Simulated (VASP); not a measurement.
Runs of VASP 6.6.1 on Rh. The structure is that of space group P6_3/mmc (No. 194), or close to it. The cells are those of the table. This isn't the form of Rh at room conditions, which is fcc.

| task | cell | cutoff (eV) | gap on the mesh (eV) | pressure (GPa) |
| --- | --- | --- | --- | --- |
| relaxation of cell and atoms | relaxed to 2 GPa from a = 2.692, b = 2.692, c = 8.798 Å, angles 90.0, 90.0, 120.0°, 4 atoms | 600 | none | 2.0 |
| relaxation of cell and atoms | relaxed to 8 GPa from a = 2.692, b = 2.692, c = 8.798 Å, angles 90.0, 90.0, 120.0°, 4 atoms | 600 | none | 8.0 |
| single point | a = 2.648, b = 2.648, c = 8.656 Å, angles 90.0, 90.0, 120.0°, 4 atoms | 520 | none | 1.9 |
| single point | a = 2.643, b = 2.643, c = 8.639 Å, angles 90.0, 90.0, 120.0°, 4 atoms | 520 | none | 3.9 |
| relaxation of cell and atoms | relaxed to 6 GPa from a = 2.692, b = 2.692, c = 8.798 Å, angles 90.0, 90.0, 120.0°, 4 atoms | 600 | none | 6.0 |
| relaxation of cell and atoms | relaxed to 4 GPa from a = 2.692, b = 2.692, c = 8.798 Å, angles 90.0, 90.0, 120.0°, 4 atoms | 600 | none | 4.0 |
| single point | a = 2.638, b = 2.638, c = 8.622 Å, angles 90.0, 90.0, 120.0°, 4 atoms | 520 | none | 5.9 |
| single point | a = 2.654, b = 2.654, c = 8.674 Å, angles 90.0, 90.0, 120.0°, 4 atoms | 520 | none | (a) |

Alike in all rows: level PBEsol+D3(BJ); potentials or basis VASP PAW PBE potentials, release 64 (Rh_pv); no spin polarisation; k mesh 10 × 10 × 3; smearing fermi-dirac 0.15 eV.

Task: Estimate the missing entries.

Result: (a) -0.1.

Caveats: the PAW data sets were made with another functional, which shifts forces and pressure a little; the cell is relaxed towards a set pressure, so the run minimises the enthalpy, not the energy (at least some runs); the cell stands under pressure (at least some runs).

A k mesh can miss the band edges, and the runs leave out spin-orbit coupling on Rh.

A gap of «none» marks levels without a gap at the run's occupations.
